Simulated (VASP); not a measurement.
# Hg2O3 (Pn-3m) in VASP: further runs

Runs on Hg2O3. Level: PBE. Tasks: single point.

Program: VASP 6.6.1. These are calculated values, not measurements. Logs are shortened: lines on timing, memory, paths and dates and some standing lists are left out, and cuts for length are marked.

### Step 1. The cell of the first run

It takes space group Pn-3m (No. 224, cubic). The conventional cell has a = 5.309 Å, b = 5.309 Å, c = 5.309 Å, α = 90.00°, β = 90.00°, γ = 90.00°. Hg (site symmetry -3m) has 6 O at 2.30 Å within 3.0 Å. Within 3.0 Å of O (site symmetry -42m) lie 4 Hg at 2.30 Å and 4 O at 2.65 Å.

### Step 2. Single point, PBE

The input, INCAR:

```
ALGO     = Normal         # electronic algorithm
EDIFF    = 1E-6           # SCF threshold, eV
ENCUT    = 520            # plane-wave cutoff, eV
GGA      = PE             # functional
ISIF     = 2              # what is computed and relaxed
ISMEAR   = -1             # smearing method
LASPH    = T              # aspherical terms in the spheres
LCHARG   = T              # write CHGCAR
LELF     = T              # ELF
LREAL    = F              # projectors in reciprocal space
LVHAR    = T            
LWAVE    = F              # write WAVECAR
NBANDS   = 53             # bands
NELM     = 60             # most SCF steps
PREC     = Accurate       # precision mode
SIGMA    = 0.06122561905347299 # smearing width, eV
```

The input, KPOINTS:

```
k-points
0
Gamma
  11 11 11
```

The input, POSCAR:

```
Hg2O3
1.0
    5.3085793223      0.0000000000      0.0000000000
    0.0000000000      5.3085793223      0.0000000000
    0.0000000000      0.0000000000      5.3085793223
Hg O
4 6
Direct
    0.2500000000      0.2500000000      0.2500000000
    0.7500000000      0.7500000000      0.2500000000
    0.7500000000      0.2500000000      0.7500000000
    0.2500000000      0.7500000000      0.7500000000
    0.5000000000      0.0000000000      0.0000000000
    0.0000000000      0.5000000000      0.0000000000
    0.0000000000      0.0000000000      0.5000000000
    0.5000000000      0.5000000000      0.0000000000
    0.5000000000      0.0000000000      0.5000000000
    0.0000000000      0.5000000000      0.5000000000
```

Potentials or basis: VASP PAW PBE potentials, release 64 (Hg, O).

Started as:

```bash
> cat potpaw_PBE.64/Hg/POTCAR potpaw_PBE.64/O/POTCAR > POTCAR
> mpirun -np 1 vasp_std > vasp.out
```

OUTCAR:

```text
EDIFF = 1E-6
   ENCUT = 520
   GGA = PE
   ISIF = 2
   ISMEAR = -1
   LASPH = T
   LREAL = F
   NELM = 60
   PREC = Accurate

 ion  position               nearest neighbor table
   1  0.250  0.250  0.250-   5 2.30   6 2.30   7 2.30   8 2.30   9 2.30  10 2.30   2 3.75   3 3.75
                             4 3.75   3 3.75   4 3.75   2 3.75   4 3.75   4 3.75   2 3.75   3 3.75
   2  0.750  0.750  0.250-   5 2.30   6 2.30   7 2.30   8 2.30   9 2.30  10 2.30   1 3.75   3 3.75
                             4 3.75   3 3.75   4 3.75   1 3.75   3 3.75   3 3.75   1 3.75   4 3.75
   3  0.750  0.250  0.750-   5 2.30   6 2.30   7 2.30   8 2.30   9 2.30  10 2.30   1 3.75   2 3.75
                             4 3.75   1 3.75   2 3.75   2 3.75   4 3.75   2 3.75   1 3.75   4 3.75
   4  0.250  0.750  0.750-   5 2.30   6 2.30   7 2.30   8 2.30   9 2.30  10 2.30   1 3.75   2 3.75
                             3 3.75   1 3.75   2 3.75   1 3.75   3 3.75   1 3.75   2 3.75   3 3.75
   5  0.500  0.000  0.000-   1 2.30   2 2.30   3 2.30   4 2.30
   6  0.000  0.500  0.000-   1 2.30   2 2.30   3 2.30   4 2.30
   7  0.000  0.000  0.500-   1 2.30   2 2.30   3 2.30   4 2.30
   8  0.500  0.500  0.000-   1 2.30   2 2.30   3 2.30   4 2.30
   9  0.500  0.000  0.500-   1 2.30   2 2.30   3 2.30   4 2.30
  10  0.000  0.500  0.500-   1 2.30   2 2.30   3 2.30   4 2.30

  LATTYP: Found a simple cubic cell.
 ALAT       =     5.3085793223

  Lattice vectors:

 A1 = (   5.3085793223,   0.0000000000,   0.0000000000)
 A2 = (   0.0000000000,   5.3085793223,   0.0000000000)
 A3 = (   0.0000000000,   0.0000000000,   5.3085793223)

Analysis of symmetry for initial positions (statically):
=====================================================================
 Subroutine PRICEL returns:
 Original cell was already a primitive cell.

 Routine SETGRP: Setting up the symmetry group for a
 simple cubic supercell.

 Subroutine GETGRP returns: Found 48 space group operations
 (whereof 24 operations were pure point group operations)
 out of a pool of 48 trial point group operations.

The static configuration has the point symmetry T_d .
 The point group associated with its full space group is O_h .

Analysis of symmetry for dynamics (positions and initial velocities):
=====================================================================
 Subroutine PRICEL returns:
 Original cell was already a primitive cell.

 Routine SETGRP: Setting up the symmetry group for a
 simple cubic supercell.

 Subroutine GETGRP returns: Found 48 space group operations
[... 130 lines left out ...]
   PSTRESS=    0.0 pullay stress
   NELECT =      84.0000    total number of electrons
   NUPDOWN=      -1.0000    fix difference up-down
   EMIN   =  10.00;   EMAX   =-10.00  energy-range for DOS
   EFERMI =   0.00;   METHOD = LEGACY
   ISMEAR =    -1;   SIGMA  =   0.06  broadening in eV -4-tet -1-fermi 0-gaus
   EFERMI_NEDOS =   21; number of points for ismear=-14 and -15
   IALGO  =     38    algorithm
   IMIX   =      4    mixing-type and parameters
     AMIX     =   0.40;   BMIX     =  1.00
     AMIX_MAG =   1.60;   BMIX_MAG =  1.00
  volume/ion in A,a.u.               =      14.96       100.96
  Fermi-wavevector in a.u.,A,eV,Ry     =   1.350588  2.552242 24.818230  1.824088
  Thomas-Fermi vector in A             =   2.478080
   LORBIT       =      0    0 simple, 1 ext, 2 COOP (PROOUT), +10 PAW based schemes
   GGA     = PE    functional components
   LHFCALC =     F    Hartree Fock is set to
   AEXX    =    0.0000 exact exchange contribution
   IVDW    =     0    specifies the selected vdW correction
   LEPSILON=     F    determine dielectric tensor
   LRPA    =     F    only Hartree local field effects (RPA)
 non-spin polarized calculation
  energy-cutoff  :      520.00
  volume of cell :      149.60
 maximum number of plane-waves:      4048
 NGX is ok and might be reduce to    40
   NGX = 19   NGY = 19   NGZ = 19

 number of electron      83.9999984 magnetization

 Free energy of the ion-electron system (eV)
  ---------------------------------------------------
  ext. energy  EPLUGINS =         0.00000000
  ---------------------------------------------------
  free energy    TOTEN  =       -28.27823088 eV

  energy without entropy =      -28.10004174  energy(sigma->0) =      -28.18913631

 E-fermi :   1.3728     XC(G=0): -10.4891

 val. band max:        1.3709281178   @ k =   0.0909   0.0909   0.0000
 cond. band min:       1.3743593608   @ k =   0.2727   0.2727   0.2727
 fundamental gap:      0.0034312430
 Fermi energy:         1.3727508521

 k-point     1 :       0.0000    0.0000    0.0000
  band No.  band energies     occupation
      1     -16.8595      2.00000
      2     -16.0078      2.00000
      3     -16.0078      2.00000
      4     -15.6278      2.00000
      5     -15.6278      2.00000
      6     -15.0411      2.00000
[... 1333 lines left out ...]
     52      10.0173      0.00000
     53      10.6369      0.00000

 [... further k-points ...]

------------------------ aborting loop because EDIFF is reached ----------------------------------------

  FORCE on cell =-STRESS in cart. coord.  units (eV):
  Direction    XX          YY          ZZ          XY          YZ          ZX
  --------------------------------------------------------------------------------------
  -------------------------------------------------------------------------------------
  Total        3.2382375      3.2382375      3.2382375     -0.0000000     -0.0000000      0.0000000
  in kB       34.6804195     34.6804195     34.6804195     -0.0000000     -0.0000000      0.0000000
  external PRESSURE =      34.6804195 kB  Pullay stress =       0.0000000 kB

 VOLUME and BASIS-vectors are now :
 -----------------------------------------------------------------------------
  energy-cutoff  :      520.00
  volume of cell :      149.60
      direct lattice vectors                 reciprocal lattice vectors
     5.308579322  0.000000000  0.000000000     0.188374316  0.000000000  0.000000000
     0.000000000  5.308579322  0.000000000     0.000000000  0.188374316  0.000000000
     0.000000000  0.000000000  5.308579322     0.000000000  0.000000000  0.188374316

 POSITION                                       TOTAL-FORCE (eV/Angst)
 -----------------------------------------------------------------------------------
      1.32714      1.32714      1.32714         0.000000     -0.000000      0.000000
      3.98143      3.98143      1.32714        -0.000000      0.000000     -0.000000
      3.98143      1.32714      3.98143         0.000000     -0.000000     -0.000000
      1.32714      3.98143      3.98143         0.000000     -0.000000      0.000000
      2.65429      0.00000      0.00000         0.000000     -0.000000     -0.000000
      0.00000      2.65429      0.00000        -0.000000     -0.000000      0.000000
      0.00000      0.00000      2.65429        -0.000000      0.000000     -0.000000
      2.65429      2.65429      0.00000        -0.000000     -0.000000     -0.000000
      2.65429      0.00000      2.65429        -0.000000     -0.000000     -0.000000
      0.00000      2.65429      2.65429        -0.000000     -0.000000      0.000000
 -----------------------------------------------------------------------------------
    total drift:                               -0.000000      0.000000     -0.000000

  FREE ENERGIE OF THE ION-ELECTRON SYSTEM (eV)
  ---------------------------------------------------
  free  energy   TOTEN  =       -28.2782308844 eV

  energy  without entropy=      -28.1000417406  energy(sigma->0) =      -28.18913631
```

OSZICAR:

```text
N       E                     dE             d eps       ncg     rms          rms(c)
DAV:   1     0.769115690488E+03    0.76912E+03   -0.44590E+04  5944   0.156E+03
DAV:   2     0.214987995110E+02   -0.74762E+03   -0.71649E+03  6483   0.413E+02
DAV:   3    -0.362521805840E+02   -0.57751E+02   -0.56038E+02  6786   0.117E+02
DAV:   4    -0.371517899174E+02   -0.89961E+00   -0.89483E+00  6367   0.152E+01
DAV:   5    -0.371605841519E+02   -0.87942E-02   -0.87914E-02  6669   0.135E+00    0.271E+01
DAV:   6    -0.293250074568E+02    0.78356E+01   -0.41204E+01  8788   0.646E+01    0.302E+01
DAV:   7    -0.284592740951E+02    0.86573E+00   -0.71960E+00  6044   0.181E+01    0.152E+01
DAV:   8    -0.283620742751E+02    0.97200E-01   -0.22279E+00  6334   0.845E+00    0.395E+00
DAV:   9    -0.282791480383E+02    0.82926E-01   -0.20656E-01  7064   0.348E+00    0.910E-01
DAV:  10    -0.282780676533E+02    0.10804E-02   -0.40825E-02  6249   0.929E-01    0.307E-01
DAV:  11    -0.282780801902E+02   -0.12537E-04   -0.14949E-03  6912   0.218E-01    0.187E-01
DAV:  12    -0.282782220326E+02   -0.14184E-03   -0.44579E-04  6291   0.108E-01    0.505E-02
DAV:  13    -0.282782337105E+02   -0.11678E-04   -0.25529E-05  6646   0.330E-02    0.273E-02
DAV:  14    -0.282782311891E+02    0.25214E-05   -0.15293E-05  6350   0.251E-02    0.852E-03
DAV:  15    -0.282782308844E+02    0.30470E-06   -0.13736E-06  4196   0.656E-03
   1 F= -.28278231E+02 E0= -.28189136E+02  d E =-.178189E+00
```

Run time: 3.2 min. Hardware: 1 thread of AMD EPYC 9R45 (Zen 5), shared host; peak memory 0.42 GiB.

Results:

- Free energy: -28.2782 eV
- Pressure: 3.5 GPa
- Band gap on the k mesh: zero (bands 42 and 43 overlap by 0.24 eV)

Caveat: the cell stands under pressure; semilocal functionals underestimate gaps, and a narrow one can read as zero; spin-orbit coupling is left out, which moves the levels of the heavy elements.

### Step 3. Single point, PBE

This run uses another cell than the first one, of 15.27 Å³/atom.

The input, INCAR:

```
SYSTEM = Hg2O3
PREC = Accurate ; ENCUT = 520
EDIFF = 1E-7 ; ISMEAR = -1
SIGMA = 0.06122561905347299 ; LREAL = .False.
LASPH = .True. ; NELM = 80
ALGO = Normal ; ISIF = 2
LWAVE = .False. ; LCHARG = .True.
GGA = PE ; LELF = .True.
LVHAR = .True. ; NBANDS = 53
```

The input, KPOINTS:

```
regular mesh
0
Gamma
  11 11 11
  0 0 0
```

POSCAR: that of step 2 with these lines changed.

```diff
@@ -2,5 +2,5 @@
 1.0
-    5.3085793223      0.0000000000      0.0000000000
-    0.0000000000      5.3085793223      0.0000000000
-    0.0000000000      0.0000000000      5.3085793223
+    5.3444491896      0.0000000000      0.0000000000
+    0.0000000000      5.3444491896      0.0000000000
+    0.0000000000      0.0000000000      5.3444491896
 Hg O
```

Potentials or basis: VASP PAW PBE potentials, release 64 (Hg, O).

Started as:

```bash
> cat potpaw_PBE.64/Hg/POTCAR potpaw_PBE.64/O/POTCAR > POTCAR
> mpirun -np 1 vasp_std > vasp.out
```

Run time: 3.8 min. Hardware: 1 thread of AMD EPYC 9R45 (Zen 5), shared host; peak memory 0.42 GiB.

The run converged. Its results:

```
Free energy            : -28.3265 eV
Pressure               : 1.2 GPa
Band gap on the k mesh : zero (bands 42 and 43 overlap by 0.24 eV)
```

Levels at points of the mesh, in eV from the Fermi level:
```
           k point  band 38  band 39  band 40  band 41  band 42  band 43  band 44  band 45  band 46  band 47
(0.00, 0.00, 0.00)    -0.78    -0.25     0.09     0.09     0.09     0.33     0.33     0.33     2.80     4.77
```

Caveat: semilocal functionals underestimate gaps, and a narrow one can read as zero; spin-orbit coupling is left out, which moves the levels of the heavy elements.
